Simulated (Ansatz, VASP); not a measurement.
SiC in VASP and in Ansatz

```xyz
4
Lattice="2.9425 0.0000 0.0000 -1.4713 2.5483 0.0000 0.0000 0.0000 4.8300" Properties=species:S:1:pos:R:3 pbc="T T T"
Si    0.0000    1.6989    2.4135
Si    1.4713    0.8494    4.8285
C     0.0000    1.6989    4.2278
C     1.4713    0.8494    1.8128
```

Change from the starting cell: hydrostatic strain -4.3%.

Alike in both runs: task single point; functional HSE06; k mesh 6 × 6 × 4; no spin polarisation.

```csv
,VASP,Ansatz
version,VASP 6.6.1,Ansatz 0.2.0
potentials or method,"VASP PAW PBE potentials, release 64 (Si, C)","plane waves, PAW"
plane-wave cutoff (eV),520,420
occupations,"gaussian, width 0.01 eV",fixed
valence electrons in the cell,16,16
```

```tsv
	VASP	Ansatz	Ansatz less VASP
gap on the k mesh at the Fermi level (eV)	2.94	2.94	-0.001
pressure (GPa)	37.2	37.8	+0.62
traceless stress, the component that is largest in VASP (GPa)	-0.92	-0.97	-0.053
rms of the force components (eV/Å)	0.011	0.012	+0.0005
```

Atom by atom the forces differ by 0.001 eV/Å (rms over components). Both programs put the cell under a high pressure, so it lies far from rest at this level. Ansatz's warnings: stress exchange threshold loose, stress scf threshold loose.
